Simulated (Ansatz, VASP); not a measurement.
Pd in VASP and in Ansatz

```
Pd
1.0
     0.00000    2.65034    2.65034
     2.65034    0.00000    2.65034
     2.65034    2.65034    0.00000
Pd
2
Direct
  0.87500 0.87500 0.87500
  0.12500 0.12500 0.12500
```

Change from the starting cell: volume scaled by 0.84, LAPW.

Alike in both runs: task single point; functional LDA; k mesh 13 × 13 × 13; occupations fermi-dirac, width 0.1 eV; no spin polarisation.

```csv
,VASP,Ansatz
version,VASP 6.6.1,Ansatz 0.2.0
potentials or method,"VASP PAW LDA potentials, release 64 (Pd), cutoff 520 eV","all-electron LAPW, scalar-relativistic"
```

Ansatz gave:

| Quantity | Value |
| --- | --- |
| pressure (GPa) | 26.8 |

Problem. What did VASP give for the same quantities?

Solution. Pressure (GPa): 25.4.

LDA's correlation is that of Perdew and Zunger in VASP and of Perdew and Wang (1992) in Ansatz. Ansatz ran all-electron here, and VASP with PAW potentials.
